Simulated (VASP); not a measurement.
# Ta4O (P4/mmm) in VASP: further runs

The runs below take Ta4O through single point, with PBEsol+D3(BJ), PBEsol+D4.

Program: VASP 6.6.1. These are calculated values, not measurements. Logs are shortened: lines on timing, memory, paths and dates and some standing lists are left out, and cuts for length are marked.

## 1. The cell of the first run

It takes space group P4/mmm (No. 123, tetragonal). The conventional cell has a = 3.176 Å, b = 3.176 Å, c = 7.298 Å, α = 90.00°, β = 90.00°, γ = 90.00°. Within 3.0 Å of Ta (site symmetry 4/mmm) lie 4 O at 2.25 Å. Ta (site symmetry 4mm) has 1 O at 2.06 Å within 2.7 Å. Within 3.6 Å of Ta (site symmetry 4/mmm) lie 12 Ta at 2.75 to 3.18 Å. Within 2.7 Å of O (site symmetry 4/mmm) lie 6 Ta at 2.06 to 2.25 Å.

## 2. Single point, PBEsol+D3(BJ)

The input, INCAR:

```
PREC     = Accurate       # precision mode
ENCUT    = 520            # plane-wave cutoff, eV
EDIFF    = 1E-7           # SCF threshold, eV
ISMEAR   = 0              # smearing method
SIGMA    = 0.1            # smearing width, eV
LREAL    = F              # projectors in reciprocal space
LASPH    = T              # aspherical terms in the spheres
NELM     = 60             # most SCF steps
ALGO     = Normal         # electronic algorithm
ISIF     = 2              # what is computed and relaxed
LWAVE    = F              # write WAVECAR
LCHARG   = F              # write CHGCAR
GGA      = PS             # functional
IVDW     = 12             # dispersion correction
NBANDS   = 33             # bands
```

The input, KPOINTS:

```
regular mesh
0
Gamma
  12 12 6
```

The input, POSCAR:

```
Ta4O
1.0
    3.1762697068      0.0000000000      0.0000000000
    0.0000000000      3.1762697068      0.0000000000
    0.0000000000      0.0000000000      7.2977853805
Ta O
4 1
Direct
    0.0000000000      0.0000000000      0.5000000000
    0.5000000000      0.5000000000      0.7828208012
    0.5000000000      0.5000000000      0.2171791988
    0.0000000000      0.0000000000      0.0000000000
    0.5000000000      0.5000000000      0.5000000000
```

Potentials or basis: VASP PAW PBE potentials, release 64 (Ta_pv, O).

Command:

```
> cat potpaw_PBE.64/Ta_pv/POTCAR potpaw_PBE.64/O/POTCAR > POTCAR
> mpirun -np 1 vasp_std > vasp.out
```

OUTCAR:

```text
PREC = Accurate
   ENCUT = 520
   EDIFF = 1E-7
   ISMEAR = 0
   LREAL = F
   LASPH = T
   NELM = 60
   ISIF = 2
   GGA = PS
   IVDW = 12
 IVDW          = 12

 ion  position               nearest neighbor table
   1  0.000  0.000  0.500-   5 2.25   5 2.25   5 2.25   5 2.25   3 3.05   3 3.05   2 3.05   3 3.05
                             2 3.05   2 3.05   3 3.05   2 3.05
   2  0.500  0.500  0.783-   5 2.06   4 2.75   4 2.75   4 2.75   4 2.75   1 3.05   1 3.05   1 3.05
                             1 3.05   3 3.17
   3  0.500  0.500  0.217-   5 2.06   4 2.75   4 2.75   4 2.75   4 2.75   1 3.05   1 3.05   1 3.05
                             1 3.05   2 3.17
   4  0.000  0.000  0.000-   2 2.75   3 2.75   2 2.75   3 2.75   2 2.75   3 2.75   2 2.75   3 2.75

   5  0.500  0.500  0.500-   2 2.06   3 2.06   1 2.25   1 2.25   1 2.25   1 2.25

  LATTYP: Found a simple tetragonal cell.
 ALAT       =     3.1762697068
 C/A-ratio  =     2.2975962541

  Lattice vectors:

 A1 = (   3.1762697068,   0.0000000000,   0.0000000000)
 A2 = (   0.0000000000,   3.1762697068,   0.0000000000)
 A3 = (   0.0000000000,   0.0000000000,   7.2977853805)

Analysis of symmetry for initial positions (statically):
=====================================================================
 Subroutine PRICEL returns:
 Original cell was already a primitive cell.

 Routine SETGRP: Setting up the symmetry group for a
 simple tetragonal supercell.

 Subroutine GETGRP returns: Found 16 space group operations
 (whereof 16 operations were pure point group operations)
 out of a pool of 16 trial point group operations.

The static configuration has the point symmetry D_4h.

Analysis of symmetry for dynamics (positions and initial velocities):
=====================================================================
 Subroutine PRICEL returns:
 Original cell was already a primitive cell.

 Routine SETGRP: Setting up the symmetry group for a
 simple tetragonal supercell.

 Subroutine GETGRP returns: Found 16 space group operations
 (whereof 16 operations were pure point group operations)
 out of a pool of 16 trial point group operations.

The dynamic configuration has the point symmetry D_4h.

 Subroutine INISYM returns: Found 16 space group operations
 (whereof 16 operations are pure point group operations),
 and found     1 'primitive' translations

----------------------------------------------------------------------------------------

                                     Primitive cell

  volume of cell :      73.6251

  direct lattice vectors                    reciprocal lattice vectors
     3.176269707  0.000000000  0.000000000     0.314834725  0.000000000  0.000000000
     0.000000000  3.176269707  0.000000000     0.000000000  0.314834725  0.000000000
     0.000000000  0.000000000  7.297785380     0.000000000  0.000000000  0.137027872

  length of vectors
     3.176269707  3.176269707  7.297785380     0.314834725  0.314834725  0.137027872

  position of ions in fractional coordinates (direct lattice)
     0.000000000  0.000000000  0.500000000
     0.500000000  0.500000000  0.782820801
     0.500000000  0.500000000  0.217179199
     0.000000000  0.000000000  0.000000000
     0.500000000  0.500000000  0.500000000

  ion indices of the primitive-cell ions
   primitive index   ion index
                 1           1
                 2           2
                 3           3
                 4           4
                 5           5

----------------------------------------------------------------------------------------

 KPOINTS: regular mesh

Automatic generation of k-mesh.
 Grid dimensions read from file:
 generate k-points for:   12   12    6

 Generating k-lattice:

  Cartesian coordinates                     Fractional coordinates (reciprocal lattice)
     0.026236227  0.000000000  0.000000000     0.083333333  0.000000000  0.000000000
     0.000000000  0.026236227  0.000000000     0.000000000  0.083333333  0.000000000
     0.000000000  0.000000000  0.022837979     0.000000000  0.000000000  0.166666667

  Length of vectors
     0.026236227  0.026236227  0.022837979

  Shift w.r.t. Gamma in fractional coordinates (k-lattice)
     0.000000000  0.000000000  0.000000000

 Subroutine IBZKPT returns following result:
 ===========================================

 Found    112 irreducible k-points:

 Following reciprocal coordinates:
            Coordinates               Weight
  0.000000  0.000000  0.000000      1.000000
  0.083333  0.000000  0.000000      4.000000
  0.166667  0.000000  0.000000      4.000000
  0.250000  0.000000  0.000000      4.000000
  0.333333  0.000000  0.000000      4.000000
  0.416667  0.000000  0.000000      4.000000
[... 16 lines left out ...]
  0.333333  0.333333  0.000000      4.000000
  0.416667  0.333333  0.000000      8.000000
 [... further k-points ...]
   k-points           NKPTS =    112   k-points in BZ     NKDIM =    112   number of bands    NBANDS=     33
[... 52 lines left out ...]
 maximum number of plane-waves:      2016
 NGX is ok and might be reduce to    24
   NGX = 11   NGY = 11   NGZ = 27

 number of electron      49.9999985 magnetization

 Free energy of the ion-electron system (eV)
  ---------------------------------------------------
  ext. energy  EPLUGINS =         0.00000000
  ---------------------------------------------------
  free energy    TOTEN  =       -58.51908732 eV

  energy without entropy =      -58.51099544  energy(sigma->0) =      -58.51504138

 E-fermi :   6.8434     XC(G=0): -13.0761

 val. band max:        6.8383022690   @ k =   0.5000   0.2500   0.0000
 cond. band min:       6.8493626310   @ k =   0.0833   0.0833   0.0000
 fundamental gap:      0.0110603620
 Fermi energy:         6.8434341077

 k-point     1 :       0.0000    0.0000    0.0000
  band No.  band energies     occupation
      1     -28.6014      2.00000
      2     -28.6014      2.00000
      3     -28.2722      2.00000
      4     -27.6907      2.00000
      5     -27.5454      2.00000
      6     -27.2918      2.00000
[... 25 lines left out ...]
     32       8.6799      0.00000
     33       9.2894      0.00000

 k-point     2 :       0.0833    0.0000    0.0000
  band No.  band energies     occupation
      1     -28.6390      2.00000
      2     -28.5973      2.00000
      3     -28.2662      2.00000
      4     -27.7013      2.00000
      5     -27.5563      2.00000
      6     -27.2918      2.00000
[... 25 lines left out ...]
     32       9.2029      0.00000
     33       9.6531      0.00000

 k-point     3 :       0.1667    0.0000    0.0000
  band No.  band energies     occupation
      1     -28.7378      2.00000
      2     -28.5860      2.00000
      3     -28.2515      2.00000
      4     -27.7297      2.00000
      5     -27.5858      2.00000
      6     -27.2990      2.00000
[... 25 lines left out ...]
     32       9.6966      0.00000
     33      10.1724      0.00000

 k-point     4 :       0.2500    0.0000    0.0000
  band No.  band energies     occupation
      1     -28.8649      2.00000
      2     -28.5705      2.00000
      3     -28.2376      2.00000
      4     -27.7660      2.00000
      5     -27.6216      2.00000
      6     -27.3261      2.00000
[... 25 lines left out ...]
     32       9.6221      0.00000
     33      10.3392      0.00000

 k-point     5 :       0.3333    0.0000    0.0000
  band No.  band energies     occupation
      1     -28.9850      2.00000
      2     -28.5550      2.00000
      3     -28.2340      2.00000
      4     -27.7978      2.00000
      5     -27.6434      2.00000
      6     -27.3735      2.00000
[... 604 lines left out ...]
 k-point    22 :       0.5000    0.2500    0.0000
  band No.  band energies     occupation
      1     -29.0077      2.00000
      2     -28.7340      2.00000
      3     -28.1755      2.00000
      4     -27.8022      2.00000
      5     -27.5686      2.00000
      6     -27.5407      2.00000
[... 25 lines left out ...]
     32      10.9880      0.00000
     33      11.2491      0.00000

 k-point    23 :       0.3333    0.3333    0.0000
  band No.  band energies     occupation
      1     -28.8932      2.00000
      2     -28.8400      2.00000
      3     -28.1644      2.00000
      4     -27.7482      2.00000
      5     -27.5998      2.00000
      6     -27.4906      2.00000
[... 25 lines left out ...]
     32      10.6240      0.00000
     33      11.2647      0.00000

 k-point    24 :       0.4167    0.3333    0.0000
  band No.  band energies     occupation
      1     -28.9393      2.00000
      2     -28.8358      2.00000
      3     -28.1483      2.00000
      4     -27.7668      2.00000
      5     -27.6279      2.00000
      6     -27.4726      2.00000
[... 25 lines left out ...]
     32      11.1829      0.00000
     33      11.4473      0.00000

 [... further k-points ...]

------------------------ aborting loop because EDIFF is reached ----------------------------------------

 Edisp (eV)   -3.11260

 E8    (eV) :    -2.2765

  FORCE on cell =-STRESS in cart. coord.  units (eV):
  Direction    XX          YY          ZZ          XY          YZ          ZX
  --------------------------------------------------------------------------------------
  -------------------------------------------------------------------------------------
  Total       0.17241     0.17241     0.27610     0.00000    -0.00000     0.00000
  in kB       3.75194     3.75194     6.00833     0.00000    -0.00000     0.00000
  external pressure =        4.50 kB  Pullay stress =        0.00 kB

 VOLUME and BASIS-vectors are now :
 -----------------------------------------------------------------------------
  energy-cutoff  :      520.00
  volume of cell :       73.63
      direct lattice vectors                 reciprocal lattice vectors
     3.176269707  0.000000000  0.000000000     0.314834725  0.000000000  0.000000000
     0.000000000  3.176269707  0.000000000     0.000000000  0.314834725  0.000000000
     0.000000000  0.000000000  7.297785380     0.000000000  0.000000000  0.137027872

 POSITION                                       TOTAL-FORCE (eV/Angst)
 -----------------------------------------------------------------------------------
      0.00000      0.00000      3.64889        -0.000000     -0.000000      0.000000
      1.58813      1.58813      5.71286         0.000000      0.000000      0.037130
      1.58813      1.58813      1.58493        -0.000000      0.000000     -0.037130
      0.00000      0.00000      0.00000        -0.000000     -0.000000      0.000000
      1.58813      1.58813      3.64889        -0.000000     -0.000000      0.000000
 -----------------------------------------------------------------------------------
    total drift:                                0.000000     -0.000000      0.000000

  FREE ENERGIE OF THE ION-ELECTRON SYSTEM (eV)
  ---------------------------------------------------
  free  energy   TOTEN  =       -61.6316870707 eV

  energy  without entropy=      -61.6235951896  energy(sigma->0) =      -61.62764113
```

It took 3.6 min on 1 thread of Intel Xeon 6975P-C, shared host; peak memory 0.34 GiB.

Results:

```yaml
Free_energy: -61.6317 eV
Pressure: 0.5 GPa
Largest_force: 0.037 eV/Å
Band_gap_on_the_k_mesh: zero (band 25 reaches 7.39 eV, above the bottom of band 26 at 6.30 eV)
Dispersion_energy_per_atom: -0.623 eV
```

Forces on the atoms (eV/Å):
```
Ta   0.000  0.000  0.000
Ta   0.000  0.000  0.037
Ta   0.000  0.000 -0.037
Ta   0.000  0.000  0.000
O    0.000  0.000  0.000
```

Caveat: the PAW data sets were made with another functional, which shifts forces and pressure a little; spin-orbit coupling is left out, which moves the levels of the heavy elements; pairwise dispersion overbinds metals, which lowers pressure and volume.

## 3. Single point, PBEsol+D3(BJ)

This run uses another cell than the first one, of 14.80 Å³/atom, 1.005 times its volume.

INCAR: that of step 2 with these lines changed.

```diff
@@ -2,3 +2,3 @@
 ENCUT    = 520            # plane-wave cutoff, eV
-EDIFF    = 1E-7           # SCF threshold, eV
+EDIFF    = 1E-6           # SCF threshold, eV
 ISMEAR   = 0              # smearing method
@@ -7,3 +7,3 @@
 LASPH    = T              # aspherical terms in the spheres
-NELM     = 60             # most SCF steps
+NELM     = 100            # most SCF steps
 ALGO     = Normal         # electronic algorithm
```

The input, KPOINTS:

```
Automatic mesh
0
Gamma
  12 12 6
```

The input, POSCAR:

```
Ta4O
1.0
    3.1828049206      0.0000000000      0.0000000000
    0.0000000000      3.1828049206      0.0000000000
    0.0000000000      0.0000000000      7.3062968537
Ta O
4 1
Direct
    0.0000000000      0.0000000000      0.5000000000
    0.5000000000      0.5000000000      0.7828010290
    0.5000000000      0.5000000000      0.2171989710
    0.0000000000      0.0000000000      0.0000000000
    0.5000000000      0.5000000000      0.5000000000
```

Potentials or basis: VASP PAW PBE potentials, release 64 (Ta_pv, O).

Command:

```
> cat potpaw_PBE.64/Ta_pv/POTCAR potpaw_PBE.64/O/POTCAR > POTCAR
> mpirun -np 1 vasp_std > vasp.out
```

It took 3.3 min on 1 thread of Intel Xeon 6975P-C, shared host; peak memory 0.34 GiB.

The run converged. Its results:

| Quantity | Value |
| --- | --- |
| Free energy | -61.6314 eV |
| Pressure | -0.9 GPa |
| Largest force | 0.038 eV/Å |
| Band gap on the k mesh | zero (band 25 reaches 7.34 eV, above the bottom of band 26 at 6.26 eV) |
| Dispersion energy per atom | -0.619 eV |

Forces in eV/Å, atoms in the order of the input:
```
Ta   0.000  0.000  0.000
Ta   0.000  0.000  0.038
Ta   0.000  0.000 -0.038
Ta   0.000  0.000  0.000
O    0.000  0.000  0.000
```

Stress tensor (GPa, compression positive):
```
-0.93  0.00  0.00
 0.00 -0.93  0.00
 0.00  0.00 -0.70
```

Levels at points of the mesh, in eV from the Fermi level:
```tsv
k point	band 21	band 22	band 23	band 24	band 25	band 26	band 27	band 28	band 29	band 30
(0.00, 0.00, 0.00)	-2.92	-1.77	-0.54	-0.54	0.01	0.56	1.12	1.12	1.30	1.75
(0.50, 0.00, 0.00)	-1.59	-1.20	-0.99	-0.69	0.19	0.98	1.02	1.51	1.84	1.95
(0.50, 0.50, 0.00)	-2.18	-1.57	-1.57	-0.61	-0.61	1.96	2.52	3.04	3.04	3.54
(0.00, 0.00, 0.50)	-3.72	-0.73	-0.58	-0.58	0.38	0.69	0.69	0.83	1.19	1.76
(0.50, 0.00, 0.50)	-1.71	-1.26	-1.10	-0.54	-0.45	1.16	1.40	1.52	1.92	2.43
(0.50, 0.50, 0.50)	-2.85	-1.86	-1.86	0.23	0.23	1.96	2.07	2.07	3.12	3.54
```

Caveat: three body term missing; the PAW data sets were made with another functional, which shifts forces and pressure a little; spin-orbit coupling is left out, which moves the levels of the heavy elements; pairwise dispersion overbinds metals, which lowers pressure and volume.

## 4. Single point, PBEsol+D4

This run uses another cell than the first one, of 15.03 Å³/atom, 1.020 times its volume.

The input, INCAR:

```
SYSTEM = Ta4O
  ALGO = Normal
  EDIFF = 1E-7
  ENCUT = 520
  GGA = PS
  ISIF = 2
  ISMEAR = 0
  IVDW = 13
  LASPH = .TRUE.
  LCHARG = .FALSE.
  LREAL = .FALSE.
  LWAVE = .FALSE.
  NBANDS = 33
  NELM = 100
  PREC = Accurate
  SIGMA = 0.1
```

The input, KPOINTS:

```
k-points
0
G
  12 12 6
  0 0 0
```

The input, POSCAR:

```
Ta4O
1.0
    3.2015240876      0.0000000000      0.0000000000
    0.0000000000      3.2015240876      0.0000000000
    0.0000000000      0.0000000000      7.3302055443
Ta O
4 1
Direct
    0.0000000000      0.0000000000      0.5000000000
    0.5000000000      0.5000000000      0.7827917350
    0.5000000000      0.5000000000      0.2172082650
    0.0000000000      0.0000000000      0.0000000000
    0.5000000000      0.5000000000      0.5000000000
```

Command:

```
> cat potpaw_PBE.64/Ta_pv/POTCAR potpaw_PBE.64/O/POTCAR > POTCAR
> mpirun -np 1 vasp_std > vasp.out
```

It took 3.9 min on 1 thread of Intel Xeon 6975P-C, shared host; peak memory 0.33 GiB.

The run converged. Its results:

```yaml
Free_energy: -59.4348 eV
Pressure: 0.4 GPa
Largest_force: 0.037 eV/Å
Band_gap_on_the_k_mesh: zero (band 25 reaches 7.17 eV, above the bottom of band 26 at 6.12 eV)
Dispersion_energy_per_atom: -0.174 eV
```

Forces in eV/Å, atoms in the order of the input:
```
Ta   0.000  0.000  0.000
Ta   0.000  0.000  0.037
Ta   0.000  0.000 -0.037
Ta   0.000  0.000  0.000
O    0.000  0.000  0.000
```

Stress tensor (GPa, compression positive):
```
0.32 0.00 0.00
0.00 0.32 0.00
0.00 0.00 0.53
```

Levels at points of the mesh, in eV from the Fermi level:
```tsv
k point	band 23	band 24	band 25	band 26	band 27	band 28
(0.00, 0.00, 0.00)	-0.52	-0.52	-0.05	0.54	1.10	1.10
(0.50, 0.00, 0.00)	-0.97	-0.68	0.20	0.96	1.00	1.46
(0.50, 0.50, 0.00)	-1.55	-0.62	-0.62	1.87	2.49	2.97
(0.00, 0.00, 0.50)	-0.56	-0.56	0.31	0.69	0.69	0.81
(0.50, 0.00, 0.50)	-1.07	-0.56	-0.44	1.13	1.38	1.53
(0.50, 0.50, 0.50)	-1.81	0.18	0.18	1.87	2.04	2.04
```

Caveat: the PAW data sets were made with another functional, which shifts forces and pressure a little; spin-orbit coupling is left out, which moves the levels of the heavy elements; pairwise dispersion overbinds metals, which lowers pressure and volume.

## 5. Overview

```tsv
level	cell	gap on the mesh (eV)	pressure (GPa)	largest force (eV/Å)
PBEsol+D3(BJ)	a = 3.176, b = 3.176, c = 7.298 Å, 5 atoms	none	0.5	0.04
PBEsol+D3(BJ)	a = 3.183, b = 3.183, c = 7.306 Å, 5 atoms	none	-0.9	0.04
PBEsol+D4	a = 3.202, b = 3.202, c = 7.330 Å, 5 atoms	none	0.4	0.04
```

Alike in all rows: task single point; potentials or basis VASP PAW PBE potentials, release 64 (Ta_pv, O); no spin polarisation; k mesh 12 × 12 × 6; cutoff (eV) 520; smearing gaussian 0.1 eV.

Caveats: the PAW data sets were made with another functional, which shifts forces and pressure a little; spin-orbit coupling is left out, which moves the levels of the heavy elements; pairwise dispersion overbinds metals, which lowers pressure and volume; three body term missing (some runs).

Absolute energies hang on the potentials; compare differences alone.
